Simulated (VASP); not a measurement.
NaCl: relaxation of cell and atoms with LDA

The system is NaCl.

```
Na Cl
1.0
     0.00000    2.81000    2.81000
     2.81000    0.00000    2.81000
     2.81000    2.81000    0.00000
Na Cl
1 1
Cartesian
  0.0000 0.0000 0.0000
  2.8100 2.8100 2.8100
```

- Program: VASP 6.6.1
- Task: relaxation of cell and atoms
- Functional: LDA
- Potentials or basis: VASP PAW LDA potentials, release 64 (Na_pv, Cl)
- Cutoff: 600 eV
- k mesh: 10 × 10 × 10
- Occupations: fermi-dirac, width 0.05 eV
- Spin: no spin polarisation
- Dipole correction: no
- Further INCAR settings: ALGO = Normal; EDIFF = 1e-06; IBRION = 2; EDIFFG = -0.002; NSW = 100; ISIF = 3

The relaxed volume is 20.41 Å³/atom, the relaxed cell is a = 3.865 Å, b = 3.865 Å, c = 3.865 Å, α = 60.00°, β = 60.00°, γ = 60.00° and the space group after relaxing (to 0.1 Å) is Fm-3m (No. 225). The energy gained by relaxing is 13.2 meV/atom, the ionic steps are 6 and the pressure after relaxing is 0.0 GPa. The band gap on the k mesh is 5.08 eV.

Step by step:
```
step  energy change (eV)  largest force (eV/Å)  pressure (GPa)  volume (Å³)
   1              0.0000                0.0000           -2.18        44.38
   2             -0.0203                0.0000           -1.24        42.46
   3             -0.0246                0.0000            0.60        39.97
   4             -0.0264                0.0000            0.10        40.74
   5             -0.0264                0.0000           -0.07        40.88
   6             -0.0264                0.0000            0.01        40.82
```

Final structure:
```cif
data_structure
_symmetry_space_group_name_H-M 'P 1'
_symmetry_Int_Tables_number 1
_cell_length_a 3.8647
_cell_length_b 3.8647
_cell_length_c 3.8647
_cell_angle_alpha 60.000
_cell_angle_beta 60.000
_cell_angle_gamma 60.000
_cell_volume 40.82
loop_
_atom_site_label
_atom_site_type_symbol
_atom_site_fract_x
_atom_site_fract_y
_atom_site_fract_z
_atom_site_occupancy
Na1 Na 0.00000 0.00000 0.00000 1
Cl1 Cl 0.50000 0.50000 0.50000 1
```

Levels at points of the mesh, in eV from the valence-band top:
```csv
k point,band 5,band 6,band 7,band 8,band 9,band 10
"(0.00, 0.00, 0.00)",0.00,0.00,0.00,5.08,10.93,10.93
"(0.50, 0.00, 0.00)",-2.33,-0.33,-0.33,7.05,10.90,10.90
"(0.50, 0.50, 0.00)",-2.01,-0.72,-0.72,7.44,7.64,11.62
```

It took 100 s on 1 thread of Intel Xeon 8259CL (shared host), peak memory 0.17 GiB.

A k mesh can miss the band edges. Zero-point motion and thermal expansion aren't in these numbers.
